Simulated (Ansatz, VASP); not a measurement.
## AlN: VASP beside Ansatz

The input INCAR:

```
PREC = Accurate
ENCUT = 520
EDIFF = 1E-6
ISMEAR = 0
SIGMA = 0.05
LREAL = False
LASPH = True
NELM = 100
ALGO = Normal
ISIF = 2
LWAVE = False
LCHARG = False
GGA = PE
NBANDS = 26
```

KPOINTS

```
Automatic mesh
0
Gamma
  8 8 8
```

The input POSCAR:

```
AlN
1.0
   -3.1302395627      0.0000000000      0.0000000000
    0.0000000000      5.4217339625      0.0000000000
    1.5651197814     -2.7108669813     -5.0179796546
Al N
4 4
Direct
    0.9994190881      0.3294923026      0.9988381762
    0.4988521944      0.8354456466      0.9977043888
    0.2500621487      0.9166780710      0.5001242975
    0.7482091338      0.4149265448      0.4964182675
    0.7987578394      0.1330405976      0.5975156789
    0.3179708781      0.6503547866      0.6359417561
    0.0583643588      0.7596140576      0.1167287175
    0.5583643588      0.1904479932      0.1167287175
```

Input for Ansatz:

```yaml
crystal:
  lattice:
    - [-3.1302395627, 0.0, 0.0]
    - [0.0, 5.4217339625, 0.0]
    - [1.5651197814, -2.7108669813, -5.0179796546]
  atoms:
    - { symbol: Al, position: [0.9994190881, 0.3294923026, 0.9988381762] }
    - { symbol: Al, position: [0.4988521944, 0.8354456466, 0.9977043888] }
    - { symbol: Al, position: [0.2500621487, 0.916678071, 0.5001242975] }
    - { symbol: Al, position: [0.7482091338, 0.4149265448, 0.4964182675] }
    - { symbol: "N", position: [0.7987578394, 0.1330405976, 0.5975156789] }
    - { symbol: "N", position: [0.3179708781, 0.6503547866, 0.6359417561] }
    - { symbol: "N", position: [0.0583643588, 0.7596140576, 0.1167287175] }
    - { symbol: "N", position: [0.5583643588, 0.1904479932, 0.1167287175] }
basis:
  ecutwfc: 420
kpoints:
  mp_grid: { grid: [8, 8, 8] }
hamiltonian:
  xc: pbe
scf:
  occupations: { method: gaussian, width: 0.05 }
output:
  forces: true
  stress: true
  eigenvalues: true
```

Change from the starting cell: mode 23 (707.6 1/cm) frozen in, largest displacement +0.188 Å.

Alike in both runs: task single point; functional PBE; k mesh 8 × 8 × 8; occupations gaussian, width 0.05 eV; no spin polarisation.

```csv
,VASP,Ansatz
version,VASP 6.6.1,Ansatz 0.2.0
potentials or method,"VASP PAW PBE potentials, release 64 (Al, N), cutoff 520 eV","scalar-relativistic, plane waves, PAW"
valence electrons in the cell,32,32
```

```tsv
	VASP	Ansatz	Ansatz less VASP
gap on the k mesh at the Fermi level (eV)	3.73	3.72	-0.006
least direct gap on the mesh (eV)	3.73	3.72	-0.006
pressure (GPa)	3.6	3.8	+0.20
traceless stress, the component that is largest in VASP (GPa)	-2.44	-2.42	+0.022
rms of the force components (eV/Å)	1.758	1.752	-0.0060
```

Atom by atom the forces differ by 0.007 eV/Å (rms over components). With one functional, cell and mesh, what is left measures potentials, basis and numerics.
